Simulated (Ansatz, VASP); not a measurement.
SiGe5: VASP beside Ansatz

```
Si Ge
1.0
     4.03455    0.00000    0.00000
    -2.01728    3.49402    0.00000
     0.00000    0.00000    9.88043
Si Ge
1 5
Cartesian
  0.0000 0.0000 9.8819
  2.0173 1.1647 3.2741
  2.0173 1.1647 5.7620
  0.0000 0.0000 2.4271
  0.0000 2.3293 6.6051
  0.0000 2.3293 9.1014
```

Alike in both runs: functional PBE; k mesh 12 × 12 × 4; occupations gaussian, width 0.01 eV; no spin polarisation.

Ansatz relaxed the structure, and its values are those at the end. VASP's run is a single point on that final structure, the one shown.

|  | VASP | Ansatz |
| --- | --- | --- |
| version | VASP 6.6.1 | Ansatz 0.2.0 |
| potentials or method | VASP PAW PBE potentials, release 64 (Si, Ge_d), cutoff 520 eV | scalar-relativistic, plane waves, PAW |
| valence electrons in the cell | 74 | 74 |

Ansatz gave:

- gap on the k mesh at the Fermi level (eV): 0.05
- least direct gap on the mesh (eV): 0.05
- pressure (GPa): 0.0

Task: What did VASP give for the same quantities?

Result: gap on the k mesh at the Fermi level (eV): 0.05; least direct gap on the mesh (eV): 0.05; pressure (GPa): -0.1.

The functional is the same, so the differences come from potentials, cutoffs and numerics.
